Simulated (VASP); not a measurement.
# MgO (Fm-3m) in VASP: notebook, part 2 of 2

VASP 6.6.1.

## 3. Single point, PBEsol

INCAR reads:

```
ALGO = Normal
EDIFF = 1E-6
ENCUT = 520
GGA = PS
ISIF = 2
ISMEAR = 0
LASPH = True
LCHARG = False
LREAL = False
LWAVE = False
NBANDS = 11
NELM = 100
PREC = Accurate
SIGMA = 0.01
```

KPOINTS reads:

```
k-points
0
Gamma
  2 2 2
```

POSCAR reads:

```
MgO
1.0
    0.0000000000      2.1021674158      2.1021674158
    2.1021674158      0.0000000000      2.1021674158
    2.1021674158      2.1021674158      0.0000000000
Mg O
1 1
Direct
    0.0000000000      0.0000000000      0.0000000000
    0.5000000000      0.5000000000      0.5000000000
```

Potentials or basis: VASP PAW PBE potentials, release 64 (Mg, O).

Run with:

```console
$ cat potpaw_PBE.64/Mg/POTCAR potpaw_PBE.64/O/POTCAR > POTCAR
$ mpirun -np 1 vasp_std > vasp.out
```

OUTCAR:

```text
EDIFF = 1E-6
   ENCUT = 520
   GGA = PS
   ISIF = 2
   ISMEAR = 0
   LASPH = True
   LREAL = False
   NELM = 100
   PREC = Accurate

 ion  position               nearest neighbor table
   1  0.000  0.000  0.000-   2 2.10   2 2.10   2 2.10   2 2.10   2 2.10   2 2.10
   2  0.500  0.500  0.500-   1 2.10   1 2.10   1 2.10   1 2.10   1 2.10   1 2.10

  LATTYP: Found a face centered cubic cell.
 ALAT       =     4.2043348316

  Lattice vectors:

 A1 = (   0.0000000000,   2.1021674158,   2.1021674158)
 A2 = (   2.1021674158,   0.0000000000,   2.1021674158)
 A3 = (   2.1021674158,   2.1021674158,   0.0000000000)

Analysis of symmetry for initial positions (statically):
=====================================================================
 Subroutine PRICEL returns:
 Original cell was already a primitive cell.

 Routine SETGRP: Setting up the symmetry group for a
 face centered cubic supercell.

 Subroutine GETGRP returns: Found 48 space group operations
 (whereof 48 operations were pure point group operations)
 out of a pool of 48 trial point group operations.

The static configuration has the point symmetry O_h .

Analysis of symmetry for dynamics (positions and initial velocities):
=====================================================================
 Subroutine PRICEL returns:
 Original cell was already a primitive cell.

 Routine SETGRP: Setting up the symmetry group for a
 face centered cubic supercell.

 Subroutine GETGRP returns: Found 48 space group operations
 (whereof 48 operations were pure point group operations)
 out of a pool of 48 trial point group operations.

The dynamic configuration has the point symmetry O_h .

 Subroutine INISYM returns: Found 48 space group operations
 (whereof 48 operations are pure point group operations),
 and found     1 'primitive' translations

----------------------------------------------------------------------------------------

                                     Primitive cell

  volume of cell :      18.5794

[... 93 lines left out ...]
   AEXX    =    0.0000 exact exchange contribution
   IVDW    =     0    specifies the selected vdW correction
   LEPSILON=     F    determine dielectric tensor
   LRPA    =     F    only Hartree local field effects (RPA)
 non-spin polarized calculation
 Gauss-broadening in eV      SIGMA  =   0.01
  energy-cutoff  :      520.00
  volume of cell :       18.58
 maximum number of plane-waves:       531
 NGX is ok and might be reduce to    24
   NGX = 11   NGY = 11   NGZ = 11

 number of electron       8.0000005 magnetization

 Free energy of the ion-electron system (eV)
  ---------------------------------------------------
  ext. energy  EPLUGINS =         0.00000000
  ---------------------------------------------------
  free energy    TOTEN  =       -11.60642261 eV

  energy without entropy =      -11.60642261  energy(sigma->0) =      -11.60642261

 E-fermi :   3.7002     XC(G=0): -11.2435

 val. band max:        3.6172975638   @ k =   0.0000   0.0000   0.0000
 cond. band min:       8.0251149719   @ k =   0.0000   0.0000   0.0000
 fundamental gap:      4.4078174080
 Fermi energy:         3.7002046965

 k-point     1 :       0.0000    0.0000    0.0000
  band No.  band energies     occupation
      1     -13.6929      2.00000
      2       3.6173      2.00000
      3       3.6173      2.00000
      4       3.6173      2.00000
      5       8.0251      0.00000
      6      18.8376      0.00000
      7      18.8376      0.00000
      8      18.8376      0.00000
      9      22.7342      0.00000
     10      24.5745      0.00000
     11      24.5745      0.00000
[... 15 lines left out ...]
 k-point     3 :       0.5000    0.5000    0.0000
  band No.  band energies     occupation
      1     -12.0230      2.00000
      2      -0.7449      2.00000
      3       2.1714      2.00000
      4       2.1714      2.00000
      5      12.1187      0.00000
      6      13.1033      0.00000
      7      16.5154      0.00000
      8      22.2422      0.00000
      9      22.2422      0.00000
     10      28.5764      0.00000
     11      29.9809      0.00000

------------------------ aborting loop because EDIFF is reached ----------------------------------------

  FORCE on cell =-STRESS in cart. coord.  units (eV):
  Direction    XX          YY          ZZ          XY          YZ          ZX
  --------------------------------------------------------------------------------------
  -------------------------------------------------------------------------------------
  Total        0.6340794      0.6340794      0.6340794     -0.0000000      0.0000000     -0.0000000
  in kB       54.6792194     54.6792194     54.6792194     -0.0000000      0.0000000     -0.0000000
  external PRESSURE =      54.6792194 kB  Pullay stress =       0.0000000 kB

 VOLUME and BASIS-vectors are now :
 -----------------------------------------------------------------------------
  energy-cutoff  :      520.00
  volume of cell :       18.58
      direct lattice vectors                 reciprocal lattice vectors
     0.000000000  2.102167416  2.102167416    -0.237849753  0.237849753  0.237849753
     2.102167416  0.000000000  2.102167416     0.237849753 -0.237849753  0.237849753
     2.102167416  2.102167416  0.000000000     0.237849753  0.237849753 -0.237849753

 POSITION                                       TOTAL-FORCE (eV/Angst)
 -----------------------------------------------------------------------------------
      0.00000      0.00000      0.00000         0.000000      0.000000      0.000000
      2.10217      2.10217      2.10217         0.000000      0.000000      0.000000
 -----------------------------------------------------------------------------------
    total drift:                               -0.000000     -0.000000      0.000000

  FREE ENERGIE OF THE ION-ELECTRON SYSTEM (eV)
  ---------------------------------------------------
  free  energy   TOTEN  =       -11.6064226099 eV

  energy  without entropy=      -11.6064226099  energy(sigma->0) =      -11.60642261
```

stdout:

```text
POSCAR found type information on POSCAR MgO
 POSCAR found :  2 types and       2 ions
 scaLAPACK will be used
 -----------------------------------------------------------------------------
|                                                                             |
|                                                                             |
|     You enforced a specific xc type in the INCAR file but a different       |
|     I HOPE YOU KNOW WHAT YOU ARE DOING!                                     |
|                                                                             |
 -----------------------------------------------------------------------------

 LDA part: xc-table for (Slater+PW92), standard interpolation
 POSCAR, INCAR and KPOINTS ok, starting setup
 FFT: planning ... GRIDC
 FFT: planning ... GRID_SOFT
 FFT: planning ... GRID
 WAVECAR not read
 entering main loop
```

Wall time 2.3 s (1 thread of Intel Xeon Platinum 8488C (Sapphire Rapids), shared host); peak memory 0.13 GiB.

What came out:

```yaml
Free_energy: -11.6064 eV
Pressure: 5.5 GPa
Band_gap_on_the_k_mesh: 4.41 eV, direct
```

Levels at points of the mesh, in eV from the valence-band top:
```tsv
k point	band 2	band 3	band 4	band 5	band 6	band 7
(0.00, 0.00, 0.00)	0.00	0.00	0.00	4.41	15.22	15.22
(0.50, 0.00, 0.00)	-4.92	-0.70	-0.70	7.42	12.44	15.77
(0.50, 0.50, 0.00)	-4.36	-1.45	-1.45	8.50	9.49	12.90
```

Caveat: the k points lie up to 1.29 Å⁻¹ apart; the PAW data sets were made with another functional, which shifts forces and pressure a little. Expect the measured gap to be larger: semilocal functionals such as PBEsol lack the derivative discontinuity.

## 4. Single point, PBEsol

INCAR reads:

```
SYSTEM = MgO
ALGO = Normal ; EDIFF = 1E-6
ENCUT = 520 ; GGA = PS
ISIF = 2 ; ISMEAR = 0
LASPH = .True. ; LCHARG = .False.
LREAL = .False. ; LWAVE = .False.
NBANDS = 11 ; NELM = 60
PREC = Accurate ; SIGMA = 0.01
```

KPOINTS reads:

```
k-points
0
Gamma
  4 4 4
  0 0 0
```

POSCAR is that of step 3.

Run with:

```console
$ cat potpaw_PBE.64/Mg/POTCAR potpaw_PBE.64/O/POTCAR > POTCAR
$ mpirun -np 1 vasp_std > vasp.out
```

It took 2.6 s on 1 thread of Intel Xeon Platinum 8488C (Sapphire Rapids), shared host; peak memory 0.13 GiB.

Results (log left out):

- Free energy: -12.4986 eV
- Pressure: 0.6 GPa
- Band gap on the k mesh: 4.68 eV, direct

Levels at points of the mesh, in eV from the valence-band top:
```tsv
k point	band 1	band 2	band 3	band 4	band 5	band 6	band 7	band 8
(0.00, 0.00, 0.00)	-17.24	0.00	0.00	0.00	4.68	15.65	15.65	15.65
(0.50, 0.00, 0.00)	-15.91	-4.71	-0.67	-0.67	7.77	12.56	16.22	16.22
(0.50, 0.50, 0.00)	-15.64	-4.17	-1.38	-1.38	8.91	9.92	13.03	18.92
```

Caveat: the k points lie up to 0.65 Å⁻¹ apart; the PAW data sets were made with another functional, which shifts forces and pressure a little.

## 5. Single point, PBEsol

INCAR reads:

```
ALGO = Normal
EDIFF = 1E-6
ENCUT = 520
GGA = PS
ISIF = 2
ISMEAR = 0
LASPH = T
LCHARG = F
LREAL = F
LWAVE = F
NBANDS = 11
NELM = 100
PREC = Accurate
SIGMA = 0.01
```

KPOINTS reads:

```
k-points
0
Gamma
  8 8 8
```

POSCAR is that of step 4.

Run with:

```console
$ cat potpaw_PBE.64/Mg/POTCAR potpaw_PBE.64/O/POTCAR > POTCAR
$ mpirun -np 1 vasp_std > vasp.out
```

It took 4.9 s on 1 thread of Intel Xeon Platinum 8488C (Sapphire Rapids), shared host; peak memory 0.14 GiB.

The run converged. Its results:

| Property | Result |
| --- | --- |
| Free energy | -12.5122 eV |
| Pressure | 0.6 GPa |
| Band gap on the k mesh | 4.69 eV, direct |

Levels at points of the mesh, in eV from the valence-band top:
```csv
k point,band 1,band 2,band 3,band 4,band 5,band 6,band 7,band 8
"(0.00, 0.00, 0.00)",-17.23,0.00,0.00,0.00,4.69,15.66,15.66,15.66
"(0.50, 0.00, 0.00)",-15.91,-4.71,-0.67,-0.67,7.78,12.57,16.23,16.23
"(0.50, 0.50, 0.00)",-15.64,-4.17,-1.37,-1.37,8.93,9.94,13.03,18.93
```

Caveat: the PAW data sets were made with another functional, which shifts forces and pressure a little. Expect the measured gap to be larger: semilocal functionals such as PBEsol lack the derivative discontinuity.

## 6. Single point, PBEsol

INCAR reads:

```
ALGO = Normal ; EDIFF = 1E-6
ENCUT = 520 ; GGA = PS
ISIF = 2 ; ISMEAR = -1
LASPH = True ; LCHARG = True
LELF = True ; LREAL = False
LVHAR = True ; LWAVE = False
NBANDS = 11 ; NELM = 80
PREC = Accurate ; SIGMA = 0.2
```

KPOINTS is that of step 5.

POSCAR is that of step 5.

Potentials or basis: VASP PAW PBE potentials, release 64 (Mg, O).

Run with:

```console
$ cat potpaw_PBE.64/Mg/POTCAR potpaw_PBE.64/O/POTCAR > POTCAR
$ mpirun -np 1 vasp_std > vasp.out
```

Wall time 4.4 s (1 thread of Intel Xeon Platinum 8488C (Sapphire Rapids), shared host); peak memory 0.14 GiB.

The run converged. Its results:

- Free energy: -12.5122 eV
- Pressure: 0.6 GPa
- Band gap on the k mesh: 4.69 eV, direct

Levels at points of the mesh, in eV from the valence-band top:
| k point | band 2 | band 3 | band 4 | band 5 | band 6 | band 7 |
| --- | --- | --- | --- | --- | --- | --- |
| (0.00, 0.00, 0.00) | 0.00 | 0.00 | 0.00 | 4.69 | 15.66 | 15.66 |
| (0.50, 0.00, 0.00) | -4.71 | -0.67 | -0.67 | 7.78 | 12.57 | 16.23 |
| (0.50, 0.50, 0.00) | -4.17 | -1.37 | -1.37 | 8.93 | 9.94 | 13.03 |

Caveat: the PAW data sets were made with another functional, which shifts forces and pressure a little.

## 7. Summary

| k mesh | smearing | gap on the mesh (eV) | pressure (GPa) |
| --- | --- | --- | --- |
| 3 × 3 × 3 | gaussian 0.01 eV | 4.64 | 1.1 |
| 2 × 2 × 2 | gaussian 0.01 eV | 4.41 | 5.5 |
| 4 × 4 × 4 | gaussian 0.01 eV | 4.68 | 0.6 |
| 8 × 8 × 8 | gaussian 0.01 eV | 4.69 | 0.6 |
| 8 × 8 × 8 | fermi-dirac 0.2 eV | 4.69 | 0.6 |

Alike in all rows: task single point; level PBEsol; potentials or basis VASP PAW PBE potentials, release 64 (Mg, O); no spin polarisation; cell as given; cutoff (eV) 520.

Caveats: some runs use coarse meshes; the PAW data sets were made with another functional, which shifts forces and pressure a little.

Absolute energies hang on the potentials; compare differences alone.
